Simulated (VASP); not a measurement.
# ZnO (f.balt) (P6_3mc) in VASP: further runs, part 2 of 2

VASP 6.6.1. The steps go on from the part before.

## Step 4: Single point, PBEsol

This run uses another cell than the first one, of 11.79 Å³/atom, 0.994 times its volume.

File INCAR:

```
SYSTEM = ZnO
ALGO = Normal ; EDIFF = 1E-6
ENCUT = 600 ; GGA = PS
GGA_COMPAT = .FALSE. ; ISIF = 2
ISMEAR = 0 ; LASPH = .TRUE.
LCHARG = .FALSE. ; LREAL = .FALSE.
LWAVE = .FALSE. ; NBANDS = 26
NELM = 120 ; PREC = Accurate
SIGMA = 0.02
```

File KPOINTS:

```
k-points
0
G
  9 9 6
  0 0 0
```

File POSCAR:

```
ZnO
1.0
    3.2308886223      0.0000000000      0.0000000000
   -1.6154443111      2.7980316237      0.0000000000
    0.0000000000      0.0000000000      5.2156335540
Zn O
2 2
Direct
    0.3333333333      0.6666666667     -0.0009687267
    0.6666666667      0.3333333333      0.4990312733
    0.3333333333      0.6666666667      0.3779687267
    0.6666666667      0.3333333333      0.8779687267
```

Potentials or basis: VASP PAW PBE potentials, release 64 (Zn, O).

The run is started by

```sh
$ cat potpaw_PBE.64/Zn/POTCAR potpaw_PBE.64/O/POTCAR > POTCAR
$ mpirun -np 1 vasp_std > vasp.out
```

OUTCAR:

```text
SYSTEM = ZnO
   EDIFF = 1E-6
   ENCUT = 600
   GGA = PS
   ISIF = 2
   ISMEAR = 0
   LASPH = .TRUE.
   LREAL = .FALSE.
   NELM = 120
   PREC = Accurate

 ion  position               nearest neighbor table
   1  0.333  0.667  0.999-   4 1.97   4 1.97   4 1.97   3 1.98
   2  0.667  0.333  0.499-   3 1.97   3 1.97   3 1.97   4 1.98
   3  0.333  0.667  0.378-   2 1.97   2 1.97   2 1.97   1 1.98
   4  0.667  0.333  0.878-   1 1.97   1 1.97   1 1.97   2 1.98

  LATTYP: Found a hexagonal cell.
 ALAT       =     3.2308886223
 C/A-ratio  =     1.6143031109

  Lattice vectors:

 A1 = (   3.2308886223,   0.0000000000,   0.0000000000)
 A2 = (  -1.6154443111,   2.7980316237,   0.0000000000)
 A3 = (   0.0000000000,   0.0000000000,   5.2156335540)

Analysis of symmetry for initial positions (statically):
=====================================================================
 Subroutine PRICEL returns:
 Original cell was already a primitive cell.

 Routine SETGRP: Setting up the symmetry group for a
 hexagonal supercell.

 Subroutine GETGRP returns: Found 12 space group operations
 (whereof  6 operations were pure point group operations)
 out of a pool of 24 trial point group operations.

The static configuration has the point symmetry C_3v.
 The point group associated with its full space group is C_6v.

Analysis of symmetry for dynamics (positions and initial velocities):
=====================================================================
 Subroutine PRICEL returns:
 Original cell was already a primitive cell.

 Routine SETGRP: Setting up the symmetry group for a
 hexagonal supercell.

 Subroutine GETGRP returns: Found 12 space group operations
 (whereof  6 operations were pure point group operations)
 out of a pool of 24 trial point group operations.

The dynamic configuration has the point symmetry C_3v.
 The point group associated with its full space group is C_6v.

 Subroutine INISYM returns: Found 12 space group operations
 (whereof  6 operations are pure point group operations),
 and found     1 'primitive' translations

----------------------------------------------------------------------------------------

                                     Primitive cell

  volume of cell :      47.1500

  direct lattice vectors                    reciprocal lattice vectors
     3.230888622  0.000000000  0.000000000     0.309512372  0.178697051  0.000000000
    -1.615444311  2.798031624  0.000000000     0.000000000  0.357394102  0.000000000
     0.000000000  0.000000000  5.215633554     0.000000000  0.000000000  0.191731261

  length of vectors
     3.230888622  3.230888622  5.215633554     0.357394102  0.357394102  0.191731261

  position of ions in fractional coordinates (direct lattice)
     0.333333333  0.666666667  0.999031273
     0.666666667  0.333333333  0.499031273
     0.333333333  0.666666667  0.377968727
     0.666666667  0.333333333  0.877968727

  ion indices of the primitive-cell ions
   primitive index   ion index
                 1           1
                 2           2
                 3           3
                 4           4

----------------------------------------------------------------------------------------

 KPOINTS: k-points

Automatic generation of k-mesh.
 Grid dimensions read from file:
 generate k-points for:    9    9    6

 Generating k-lattice:

  Cartesian coordinates                     Fractional coordinates (reciprocal lattice)
     0.034390264  0.019855228  0.000000000     0.111111111 -0.000000000  0.000000000
     0.000000000  0.039710456  0.000000000     0.000000000  0.111111111  0.000000000
     0.000000000  0.000000000  0.031955210     0.000000000  0.000000000  0.166666667

  Length of vectors
     0.039710456  0.039710456  0.031955210

  Shift w.r.t. Gamma in fractional coordinates (k-lattice)
     0.000000000  0.000000000  0.000000000

 Subroutine IBZKPT returns following result:
 ===========================================

 Found     48 irreducible k-points:

 Following reciprocal coordinates:
            Coordinates               Weight
  0.000000  0.000000  0.000000      1.000000
  0.111111  0.000000  0.000000      6.000000
  0.222222 -0.000000  0.000000      6.000000
  0.333333 -0.000000  0.000000      6.000000
  0.444444 -0.000000  0.000000      6.000000
  0.111111  0.111111  0.000000      6.000000
[... 16 lines left out ...]
  0.333333  0.222222  0.166667     24.000000
  0.333333  0.333333  0.166667      4.000000
 [... further k-points ...]
   k-points           NKPTS =     48   k-points in BZ     NKDIM =     48   number of bands    NBANDS=     26
   number of dos      NEDOS =    301   number of ions     NIONS =      4
   total plane-waves  NPLWV =  32928
   dimension x,y,z NGX =    28 NGY =   28 NGZ =   42
   dimension x,y,z NGXF=    56 NGYF=   56 NGZF=   84
   ions per type =               2   2
   NGX,Y,Z   is equivalent  to a cutoff of  14.41, 14.41, 13.39 a.u.
   NGXF,Y,Z  is equivalent  to a cutoff of  28.81, 28.81, 26.77 a.u.
 SYSTEM =  ZnO
   PREC   = accura    normal or accurate (medium, high low for compatibility)
   ISTART =      0    job   : 0-new  1-cont  2-samecut
   ICHARG =      2    charge: 1-file 2-atom 10-const
   ISPIN  =      1    spin polarized calculation?
   LNONCOLLINEAR =      F non collinear calculations
   LSORBIT =      F    spin-orbit coupling
   LASPH  =      T    aspherical Exc in radial PAW
   ENCUT  =  600.0 eV  44.10 Ry    6.64 a.u.   6.45  6.45 10.42*2*pi/ulx,y,z
   NELM   =    120;   NELMIN=  2; NELMDL= -5     # of ELM steps
   EDIFF  = 0.1E-05   stopping-criterion for ELM
   LREAL  =      F    real-space projection
   EDIFFG = 0.1E-04   stopping-criterion for IOM
   NSW    =      0    number of steps for IOM
   IBRION =     -1    ionic relax: 0-MD 1-quasi-New 2-CG
   NFREE  =      0    steps in history (QN), initial steepest desc. (CG)
   ISIF   =      2    stress and relaxation
   ISYM   =      2    0-nonsym 1-usesym 2-fastsym
   POTIM  = 0.5000    time-step for ionic-motion
   TEBEG  =    0.0;   TEEND  =   0.0 temperature during run
   PSTRESS=    0.0 pullay stress
   NELECT =      36.0000    total number of electrons
   NUPDOWN=      -1.0000    fix difference up-down
   EMIN   =  10.00;   EMAX   =-10.00  energy-range for DOS
   EFERMI =   0.00;   METHOD = LEGACY
   ISMEAR =     0;   SIGMA  =   0.02  broadening in eV -4-tet -1-fermi 0-gaus
   EFERMI_NEDOS =   21; number of points for ismear=-14 and -15
   IALGO  =     38    algorithm
   IMIX   =      4    mixing-type and parameters
     AMIX     =   0.40;   BMIX     =  1.00
     AMIX_MAG =   1.60;   BMIX_MAG =  1.00
  volume/ion in A,a.u.               =      11.79        79.55
  Fermi-wavevector in a.u.,A,eV,Ry     =   1.496288  2.827574 30.461769  2.238877
  Thomas-Fermi vector in A             =   2.608323
   LORBIT       =      0    0 simple, 1 ext, 2 COOP (PROOUT), +10 PAW based schemes
   GGA     = PS    functional components
   LHFCALC =     F    Hartree Fock is set to
   AEXX    =    0.0000 exact exchange contribution
   IVDW    =     0    specifies the selected vdW correction
   LEPSILON=     F    determine dielectric tensor
   LRPA    =     F    only Hartree local field effects (RPA)
 non-spin polarized calculation
 Gauss-broadening in eV      SIGMA  =   0.02
  energy-cutoff  :      600.00
  volume of cell :       47.15
 maximum number of plane-waves:      1605
 NGX is ok and might be reduce to    28
   NGX = 13   NGY = 13   NGZ = 21

 number of electron      36.0000008 magnetization

 Free energy of the ion-electron system (eV)
  ---------------------------------------------------
  ext. energy  EPLUGINS =         0.00000000
  ---------------------------------------------------
  free energy    TOTEN  =       -19.41432460 eV

  energy without entropy =      -19.41432460  energy(sigma->0) =      -19.41432460

 E-fermi :   1.2289     XC(G=0): -11.2369

 val. band max:        1.1397064862   @ k =   0.0000   0.0000   0.0000
 cond. band min:       1.8283408992   @ k =   0.0000   0.0000   0.0000
 fundamental gap:      0.6886344130
 Fermi energy:         1.2289269084

 k-point     1 :       0.0000    0.0000    0.0000
  band No.  band energies     occupation
      1     -16.9844      2.00000
      2     -16.2302      2.00000
      3      -4.6648      2.00000
      4      -4.6253      2.00000
      5      -4.6253      2.00000
      6      -4.5823      2.00000
[... 685 lines left out ...]
     25      14.3950      0.00000
     26      15.4987      0.00000

 [... further k-points ...]

------------------------ aborting loop because EDIFF is reached ----------------------------------------

  FORCE on cell =-STRESS in cart. coord.  units (eV):
  Direction    XX          YY          ZZ          XY          YZ          ZX
  --------------------------------------------------------------------------------------
  -------------------------------------------------------------------------------------
  Total        0.1261860      0.1261860      0.1277977      0.0000000      0.0000000     -0.0000000
  in kB        4.2878541      4.2878541      4.3426225      0.0000000      0.0000000     -0.0000000
  external PRESSURE =       4.3061102 kB  Pullay stress =       0.0000000 kB

 VOLUME and BASIS-vectors are now :
 -----------------------------------------------------------------------------
  energy-cutoff  :      600.00
  volume of cell :       47.15
      direct lattice vectors                 reciprocal lattice vectors
     3.230888622  0.000000000  0.000000000     0.309512372  0.178697051  0.000000000
    -1.615444311  2.798031624  0.000000000     0.000000000  0.357394102  0.000000000
     0.000000000  0.000000000  5.215633554     0.000000000  0.000000000  0.191731261

 POSITION                                       TOTAL-FORCE (eV/Angst)
 -----------------------------------------------------------------------------------
     -0.00000      1.86535      5.21058        -0.000000      0.000000      0.001230
      1.61544      0.93268      2.60276         0.000000     -0.000000      0.001230
     -0.00000      1.86535      1.97135        -0.000000      0.000000     -0.001230
      1.61544      0.93268      4.57916         0.000000     -0.000000     -0.001230
 -----------------------------------------------------------------------------------
    total drift:                               -0.000000      0.000000      0.000614

  FREE ENERGIE OF THE ION-ELECTRON SYSTEM (eV)
  ---------------------------------------------------
  free  energy   TOTEN  =       -19.4143246045 eV

  energy  without entropy=      -19.4143246045  energy(sigma->0) =      -19.41432460
```

OSZICAR:

```text
N       E                     dE             d eps       ncg     rms          rms(c)
DAV:   1     0.312238862308E+03    0.31224E+03   -0.19840E+04  2520   0.223E+03
DAV:   2     0.124231676938E+02   -0.29982E+03   -0.28066E+03  2602   0.439E+02
DAV:   3    -0.214809501516E+02   -0.33904E+02   -0.33385E+02  2770   0.147E+02
DAV:   4    -0.222100670007E+02   -0.72912E+00   -0.72724E+00  2804   0.218E+01
DAV:   5    -0.222136554388E+02   -0.35884E-02   -0.35882E-02  2708   0.158E+00    0.142E+01
DAV:   6    -0.192874256251E+02    0.29262E+01   -0.55725E+00  3878   0.604E+01    0.918E+00
DAV:   7    -0.194630260482E+02   -0.17560E+00   -0.26207E+00  2606   0.159E+01    0.547E+00
DAV:   8    -0.194633134029E+02   -0.28735E-03   -0.50640E-01  3640   0.736E+00    0.163E+00
DAV:   9    -0.194121563955E+02    0.51157E-01   -0.95910E-02  3712   0.618E+00    0.346E-01
DAV:  10    -0.194142912931E+02   -0.21349E-02   -0.38281E-02  2524   0.133E+00    0.114E-01
DAV:  11    -0.194142969869E+02   -0.56939E-05   -0.61815E-04  2670   0.231E-01    0.249E-02
DAV:  12    -0.194143248940E+02   -0.27907E-04   -0.24884E-05  2620   0.415E-02    0.177E-02
DAV:  13    -0.194143246045E+02    0.28948E-06   -0.41440E-06  2684   0.446E-02
   1 F= -.19414325E+02 E0= -.19414325E+02  d E =-.105700E-12
```

Wall time 51 s (1 thread of AMD EPYC 7R13 (Zen 3), shared host); peak memory 0.18 GiB.

What came out:

| Item | Value |
| --- | --- |
| Free energy | -19.4143 eV |
| Pressure | 0.4 GPa |
| Band gap on the k mesh | 0.69 eV, direct |

Caveat: the PAW data sets were made with another functional, which shifts forces and pressure a little. Expect the measured gap to be larger: semilocal functionals such as PBEsol lack the derivative discontinuity.

## Step 5: Relaxation of cell and atoms, PBEsol

File INCAR:

```
SYSTEM = ZnO
PREC     = Accurate       ! precision mode
ENCUT    = 600            ! plane-wave cutoff, eV
EDIFF    = 1E-7           ! SCF threshold, eV
ISMEAR   = 0              ! smearing method
SIGMA    = 0.02           ! smearing width, eV
LREAL    = .FALSE.        ! projectors in reciprocal space
LASPH    = .TRUE.         ! aspherical terms in the spheres
NELM     = 120            ! most SCF steps
ALGO     = Normal         ! electronic algorithm
ISIF     = 3              ! what is computed and relaxed
LWAVE    = .FALSE.        ! write WAVECAR
LCHARG   = .FALSE.        ! write CHGCAR
GGA      = PS             ! functional
IBRION   = 2              ! ionic algorithm
NSW      = 100            ! ionic steps
EDIFFG   = -0.002         ! ionic threshold
GGA_COMPAT= .FALSE.      
NELMIN   = 4
```

File KPOINTS:

```
regular mesh
0
G
  9 9 6
  0 0 0
```

File POSCAR:

```
ZnO
1.0
    3.2400000000      0.0000000000      0.0000000000
   -1.6200000000      2.8059223000      0.0000000000
    0.0000000000      0.0000000000      5.2200000000
Zn O
2 2
Direct
    0.3333333000      0.6666667000      0.0000000000
    0.6666667000      0.3333333000      0.5000000000
    0.3333333000      0.6666667000      0.3770000000
    0.6666667000      0.3333333000      0.8770000000
```

Potentials or basis: VASP PAW PBE potentials, release 64 (Zn, O).

The run is started by

```sh
$ cat potpaw_PBE.64/Zn/POTCAR potpaw_PBE.64/O/POTCAR > POTCAR
$ mpirun -np 1 vasp_std > vasp.out
```

OUTCAR:

```text
SYSTEM = ZnO
   PREC = Accurate
   ENCUT = 600
   EDIFF = 1E-7
   ISMEAR = 0
   LREAL = .FALSE.
   LASPH = .TRUE.
   NELM = 120
   ISIF = 3
   GGA = PS
   IBRION = 2
   NSW = 100
   EDIFFG = -0.002
   NELMIN = 4

 ion  position               nearest neighbor table
   1  0.333  0.667  0.000-   3 1.97   4 1.98   4 1.98   4 1.98
   2  0.667  0.333  0.500-   4 1.97   3 1.98   3 1.98   3 1.98
   3  0.333  0.667  0.377-   1 1.97   2 1.98   2 1.98   2 1.98
   4  0.667  0.333  0.877-   2 1.97   1 1.98   1 1.98   1 1.98

  LATTYP: Found a hexagonal cell.
 ALAT       =     3.2400000000
 C/A-ratio  =     1.6111111111

  Lattice vectors:

 A1 = (   3.2400000000,   0.0000000000,   0.0000000000)
 A2 = (  -1.6200000000,   2.8059223000,   0.0000000000)
 A3 = (   0.0000000000,   0.0000000000,   5.2200000000)
[... 454 lines left out ...]
  ---------------------------------------------------
  free energy    TOTEN  =       -19.41542328 eV

  energy without entropy =      -19.41542328  energy(sigma->0) =      -19.41542328

 E-fermi :   1.1930     XC(G=0): -11.2115

 val. band max:        1.0953730251   @ k =   0.0000   0.0000   0.0000
 cond. band min:       1.7781402280   @ k =   0.0000   0.0000   0.0000
 fundamental gap:      0.6827672029
 Fermi energy:         1.1930397703

 k-point     1 :       0.0000    0.0000    0.0000
  band No.  band energies     occupation
      1     -16.9896      2.00000
      2     -16.2431      2.00000
      3      -4.6717      2.00000
      4      -4.6452      2.00000
      5      -4.6452      2.00000
      6      -4.6036      2.00000
[... 589 lines left out ...]
     21       8.7804      0.00000
     22       9.0988      0.00000

 [... further k-points ...]

------------------------ aborting loop because EDIFF is reached ----------------------------------------

  FORCE on cell =-STRESS in cart. coord.  units (eV):
  Direction    XX          YY          ZZ          XY          YZ          ZX
  --------------------------------------------------------------------------------------
  -------------------------------------------------------------------------------------
  Total        0.0028951      0.0028951      0.0015209      0.0000000     -0.0000000      0.0000000
  in kB        0.0979158      0.0979158      0.0514384      0.0000000     -0.0000000      0.0000000
  external PRESSURE =       0.0824234 kB  Pullay stress =       0.0000000 kB
[... 19 lines left out ...]
  FREE ENERGIE OF THE ION-ELECTRON SYSTEM (eV)
  ---------------------------------------------------
  free  energy   TOTEN  =       -19.4154232795 eV

  energy  without entropy=      -19.4154232795  energy(sigma->0) =      -19.41542328

 reached required accuracy - stopping structural energy minimisation
```

Wall time 3.5 min (1 thread of AMD EPYC 7R13 (Zen 3), shared host); peak memory 0.18 GiB.

Results:

```yaml
Free_energy: -19.4154 eV
Relaxed_volume: 11.84 Å³/atom
Relaxed_cell: a = 3.236 Å, b = 3.236 Å, c = 5.224 Å, α = 90.00°, β = 90.00°, γ = 120.00°
Space_group_after_relaxing_to_0.05_Å: P6_3mc (No. 186)
Energy_gained_by_relaxing: 0.3 meV/atom
Ionic_steps: 8
Pressure_after_relaxing: 0.0 GPa
Band_gap_on_the_k_mesh: 0.68 eV, direct
```

The path:
```csv
step,energy change (eV),largest force (eV/Å),pressure (GPa),volume (Å³)
1,0.0000,0.0862,-0.21,47.46
2,-0.0010,0.0165,0.09,47.35
3,-0.0011,0.0072,-0.01,47.37
4,-0.0011,0.0052,0.00,47.37
5,-0.0011,0.0043,0.00,47.37
6,-0.0012,0.0010,-0.02,47.37
7,-0.0012,0.0054,0.01,47.37
8,-0.0012,0.0006,0.01,47.37
```

Final structure:
```
Zn O
1.0
     3.23574    0.00000    0.00000
    -1.61787    2.80223    0.00000
     0.00000    0.00000    5.22446
Zn O
2 2
Cartesian
  0.0000 1.8682 5.2196
  1.6179 0.9341 2.6073
  0.0000 1.8682 1.9745
  1.6179 0.9341 4.5868
```

Caveat: the PAW data sets were made with another functional, which shifts forces and pressure a little.

## Step 6: Overview

```csv
task,cell,k mesh,smearing,gap on the mesh (eV),pressure (GPa)
single point,"a = 3.240, b = 3.240, c = 5.220 Å, angles 90.0, 90.0, 120.0°, 4 atoms",6 × 6 × 4,gaussian 0.1 eV,0.68,-0.5
single point,"a = 3.231, b = 3.231, c = 5.216 Å, angles 90.0, 90.0, 120.0°, 4 atoms",9 × 9 × 6,gaussian 0.02 eV,0.69,0.4
relaxation of cell and atoms,"relaxed from a = 3.240, b = 3.240, c = 5.220 Å, angles 90.0, 90.0, 120.0°, 4 atoms",9 × 9 × 6,gaussian 0.02 eV,0.68,0.0
```

Alike in all rows: level PBEsol; potentials or basis VASP PAW PBE potentials, release 64 (Zn, O); no spin polarisation; cutoff (eV) 600.

Caveats: the PAW data sets were made with another functional, which shifts forces and pressure a little.

Absolute energies hang on the potentials; compare differences alone.
